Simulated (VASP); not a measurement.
# W (Im-3m) in VASP: notebook

The runs below take W through elastic constants, vibrations by perturbation theory, with LDA, PBEsol, revPBE+U.

Program: VASP 6.6.1. These are calculated values, not measurements. Logs are shortened: lines on timing, memory, paths and dates and some standing lists are left out, and cuts for length are marked.

### 1 The cell of the first run

Symmetry: Im-3m, No. 229, cubic system. Conventional cell: a = 3.165 Å, b = 3.165 Å, c = 3.165 Å, α = 90.00°, β = 90.00°, γ = 90.00°. W (site symmetry m-3m) has 14 W at 2.74 to 3.16 Å within 3.6 Å.

### 2 Elastic constants, LDA

Input file INCAR:

```
ALGO     = Fast           # electronic algorithm
EDIFF    = 1E-8           # SCF threshold, eV
ENCUT    = 600            # plane-wave cutoff, eV
IBRION   = 6              # ionic algorithm
ISIF     = 3              # what is computed and relaxed
ISMEAR   = -1             # smearing method
LASPH    = T              # aspherical terms in the spheres
LCHARG   = T              # write CHGCAR
LREAL    = F              # projectors in reciprocal space
LWAVE    = F              # write WAVECAR
NBANDS   = 13             # bands
NELM     = 80             # most SCF steps
NFREE    = 2            
NSW      = 1              # ionic steps
POTIM    = 0.015          # step
PREC     = Accurate       # precision mode
SIGMA    = 0.05           # smearing width, eV
```

Input file KPOINTS:

```
k-points
0
Gamma
  9 9 9
```

Input file POSCAR:

```
W
1.0
   -1.5823450000      1.5823450000      1.5823450000
    1.5823450000     -1.5823450000      1.5823450000
    1.5823450000      1.5823450000     -1.5823450000
W
1
Direct
    0.0000000000      0.0000000000      0.0000000000
```

Potentials or basis: VASP PAW LDA potentials, release 64 (W_sv).

The run is started by

```
$ cat potpaw_LDA.64/W_sv/POTCAR > POTCAR
$ mpirun -np 1 vasp_std > vasp.out
```

OUTCAR:

```text
EDIFF = 1E-8
   ENCUT = 600
   IBRION = 6
   ISIF = 3
   ISMEAR = -1
   LASPH = T
   LREAL = F
   NELM = 80
   NFREE = 2
   NSW = 1
   POTIM = 0.015
   PREC = Accurate

 ion  position               nearest neighbor table
   1  0.000  0.000  0.000-

  LATTYP: Found a body centered cubic cell.
 ALAT       =     3.1646900000

  Lattice vectors:

 A1 = (  -1.5823450000,   1.5823450000,   1.5823450000)
 A2 = (   1.5823450000,  -1.5823450000,   1.5823450000)
 A3 = (   1.5823450000,   1.5823450000,  -1.5823450000)

Analysis of symmetry for initial positions (statically):
=====================================================================
 Subroutine PRICEL returns:
 Original cell was already a primitive cell.

 Routine SETGRP: Setting up the symmetry group for a
 body centered cubic supercell.

 Subroutine GETGRP returns: Found 48 space group operations
 (whereof 48 operations were pure point group operations)
 out of a pool of 48 trial point group operations.

The static configuration has the point symmetry O_h .

Analysis of symmetry for dynamics (positions and initial velocities):
=====================================================================
 Subroutine PRICEL returns:
 Original cell was already a primitive cell.

 Routine SETGRP: Setting up the symmetry group for a
 body centered cubic supercell.

 Subroutine GETGRP returns: Found 48 space group operations
 (whereof 48 operations were pure point group operations)
 out of a pool of 48 trial point group operations.

The dynamic configuration has the point symmetry O_h .

 Subroutine INISYM returns: Found 48 space group operations
 (whereof 48 operations are pure point group operations),
 and found     1 'primitive' translations

----------------------------------------------------------------------------------------

                                     Primitive cell

  volume of cell :      15.8476

  direct lattice vectors                    reciprocal lattice vectors
    -1.582345000  1.582345000  1.582345000     0.000000000  0.315986716  0.315986716
     1.582345000 -1.582345000  1.582345000     0.315986716  0.000000000  0.315986716
     1.582345000  1.582345000 -1.582345000     0.315986716  0.315986716  0.000000000

  length of vectors
     2.740701935  2.740701935  2.740701935     0.446872699  0.446872699  0.446872699

  position of ions in fractional coordinates (direct lattice)
     0.000000000  0.000000000  0.000000000

  ion indices of the primitive-cell ions
   primitive index   ion index
                 1           1

----------------------------------------------------------------------------------------

 KPOINTS: k-points

Automatic generation of k-mesh.
 Grid dimensions read from file:
 generate k-points for:    9    9    9

 Generating k-lattice:

  Cartesian coordinates                     Fractional coordinates (reciprocal lattice)
     0.000000000  0.035109635  0.035109635     0.111111111  0.000000000  0.000000000
     0.035109635  0.000000000  0.035109635     0.000000000  0.111111111  0.000000000
     0.035109635  0.035109635  0.000000000     0.000000000  0.000000000  0.111111111

  Length of vectors
[... 95 lines left out ...]
--------------------------------------- Ionic step        1  -------------------------------------------

 number of electron      14.0000001 magnetization

 Free energy of the ion-electron system (eV)
  ---------------------------------------------------
  ext. energy  EPLUGINS =         0.00000000
  ---------------------------------------------------
  free energy    TOTEN  =       -14.11303992 eV

  energy without entropy =      -14.10435441  energy(sigma->0) =      -14.10869716

------------------------ aborting loop because EDIFF is reached ----------------------------------------

  FORCE on cell =-STRESS in cart. coord.  units (eV):
  Direction    XX          YY          ZZ          XY          YZ          ZX
  --------------------------------------------------------------------------------------
  -------------------------------------------------------------------------------------
  Total       -0.7150913     -0.7150913     -0.7150913     -0.0000000     -0.0000000      0.0000000
  in kB      -72.2950524    -72.2950524    -72.2950524     -0.0000000     -0.0000000      0.0000000
  external PRESSURE =     -72.2950524 kB  Pullay stress =       0.0000000 kB
[... 86 lines left out ...]
  FREE ENERGIE OF THE ION-ELECTRON SYSTEM (eV)
  ---------------------------------------------------
  free  energy   TOTEN  =       -14.1183015196 eV

  energy  without entropy=      -14.1101511029  energy(sigma->0) =      -14.11422631

[... ionic steps 4 to 12 ...]

--------------------------------------- Ionic step       13  -------------------------------------------

 number of electron      14.0000001 magnetization

------------------------ aborting loop because EDIFF is reached ----------------------------------------
[... 65 lines left out ...]
--------------------------------------- Ionic step       15  -------------------------------------------

 number of electron      14.0000001 magnetization

 Free energy of the ion-electron system (eV)
  ---------------------------------------------------
  ext. energy  EPLUGINS =         0.00000000
  ---------------------------------------------------
  free energy    TOTEN  =       -14.11303969 eV

  energy without entropy =      -14.10435417  energy(sigma->0) =      -14.10869693

 E-fermi :  11.3582     XC(G=0): -13.8315

 val. band max:       11.1682245510   @ k =   0.4444   0.1111   0.0000
 cond. band min:      11.3871969004   @ k =  -0.2222   0.3333   0.1111
 fundamental gap:      0.2189723494
 Fermi energy:        11.3582287109

 k-point     1 :       0.0000    0.0000    0.0000
  band No.  band energies     occupation
      1     -62.4311      2.00000
      2     -26.2380      2.00000
      3     -26.2380      2.00000
      4     -26.2380      2.00000
      5       1.7739      2.00000
      6      10.0567      2.00000
      7      10.0567      2.00000
      8      10.0567      2.00000
      9      13.5054      0.00000
     10      13.5054      0.00000
     11      25.8985      0.00000
     12      25.8985      0.00000
     13      25.8985      0.00000
[... 354 lines left out ...]
  band No.  band energies     occupation
      1     -62.2676      2.00000
      2     -27.4170      2.00000
      3     -26.8662      2.00000
      4     -26.4494      2.00000
      5       6.3116      2.00000
      6       8.6532      2.00000
      7       9.1393      2.00000
      8      12.2030      0.00000
      9      15.7451      0.00000
     10      19.0565      0.00000
     11      21.3826      0.00000
     12      25.6310      0.00000
     13      27.8672      0.00000

 [... further k-points ...]
[... 5 lines left out ...]
  --------------------------------------------------------------------------------------
  -------------------------------------------------------------------------------------
  Total       -0.7145688     -0.7145688     -0.7145688     -0.0000000      0.0000000      0.0000000
  in kB      -72.2422221    -72.2422221    -72.2422221     -0.0000000      0.0000000      0.0000000
  external PRESSURE =     -72.2422221 kB  Pullay stress =       0.0000000 kB
[... 16 lines left out ...]
  FREE ENERGIE OF THE ION-ELECTRON SYSTEM (eV)
  ---------------------------------------------------
  free  energy   TOTEN  =       -14.1130396924 eV

  energy  without entropy=      -14.1043541651  energy(sigma->0) =      -14.10869693

 INTERNAL STRAIN TENSORS FROM STRAINED CELLS
 ============================================

 INTERNAL STRAIN TENSOR FOR ION    1 for displacements in x,y,z  (eV/Angst):
          X           Y           Z          XY          YZ          ZX
  --------------------------------------------------------------------------------
  x     0.00000     0.00000    -0.00000     0.00000     0.00000     0.00000
  y    -0.00000     0.00000     0.00000    -0.00000     0.00000    -0.00000
  z    -0.00000    -0.00000    -0.00000     0.00000     0.00000     0.00000

 INTERNAL STRAIN TENSORS FROM DISPLACED ATOMS
 ============================================

 INTERNAL STRAIN TENSOR FOR ION    1 for displacements in x,y,z  (eV/Angst):
          X           Y           Z          XY          YZ          ZX
  --------------------------------------------------------------------------------
  x     0.00000     0.00000     0.00000     0.00000     0.00000     0.00000
  y     0.00000     0.00000     0.00000     0.00000     0.00000     0.00000
  z     0.00000     0.00000     0.00000     0.00000     0.00000     0.00000

 Eigenvectors and eigenvalues of the dynamical matrix
 ----------------------------------------------------

   1 f/i=    0.000000 THz     0.000000 2PiTHz    0.000000 cm-1     0.000000 meV
             X         Y         Z           dx          dy          dz
      0.000000  0.000000  0.000000     0.380750   -0.924678    0.000000

   2 f/i=    0.000000 THz     0.000000 2PiTHz    0.000000 cm-1     0.000000 meV
             X         Y         Z           dx          dy          dz
      0.000000  0.000000  0.000000    -0.924678   -0.380750    0.000000

   3 f/i=    0.000000 THz     0.000000 2PiTHz    0.000000 cm-1     0.000000 meV
             X         Y         Z           dx          dy          dz
      0.000000  0.000000  0.000000     0.000000    0.000000    1.000000

--------------------------------------------------------------------------------------------------------

 ELASTIC MODULI CONTR FROM IONIC RELAXATION (kBar)
 Direction    XX          YY          ZZ          XY          YZ          ZX
 --------------------------------------------------------------------------------
 XX           0.0000      0.0000      0.0000      0.0000      0.0000      0.0000
 YY           0.0000      0.0000      0.0000      0.0000      0.0000      0.0000
 ZZ           0.0000      0.0000      0.0000      0.0000      0.0000      0.0000
 XY           0.0000      0.0000      0.0000      0.0000      0.0000      0.0000
 YZ           0.0000      0.0000      0.0000      0.0000      0.0000      0.0000
 ZX           0.0000      0.0000      0.0000      0.0000      0.0000      0.0000
 --------------------------------------------------------------------------------

 TOTAL ELASTIC MODULI (kBar)
 Direction    XX          YY          ZZ          XY          YZ          ZX
 --------------------------------------------------------------------------------
 XX        4886.8914   2265.0749   2265.0749      0.0000      0.0000     -0.0000
 YY        2265.0749   4886.8914   2265.0749     -0.0000      0.0000     -0.0000
 ZZ        2265.0749   2265.0749   4886.8914      0.0000     -0.0000     -0.0000
 XY           0.0000     -0.0000      0.0000    996.6667      0.0000      0.0000
 YZ           0.0000      0.0000     -0.0000      0.0000    996.6667      0.0000
 ZX          -0.0000     -0.0000     -0.0000      0.0000      0.0000    996.6667
 --------------------------------------------------------------------------------
```

Run time: 5.2 min. Hardware: 1 thread of Intel Xeon 6975P-C, shared host; peak memory 0.21 GiB.

Results:

```
Elastic constants C11, C12, C44 : 489, 227, 100 GPa
Voigt bulk modulus              : 314 GPa
```

Elastic tensor in Voigt notation (GPa, in the Cartesian axes of the cell as first typed):
```
489 227 227   0   0   0
227 489 227   0   0   0
227 227 489   0   0   0
  0   0   0 100   0   0
  0   0   0   0 100   0
  0   0   0   0   0 100
```

Clamped-ion elastic tensor (GPa):
```
489 227 227   0   0   0
227 489 227   0   0   0
227 227 489   0   0   0
  0   0   0 100   0   0
  0   0   0   0 100   0
  0   0   0   0   0 100
```

Caveat: the cell is under stress, which shifts elastic constants; spin-orbit coupling is left out, which moves the levels of the heavy elements.

(Part 1 of 2 ends here.)
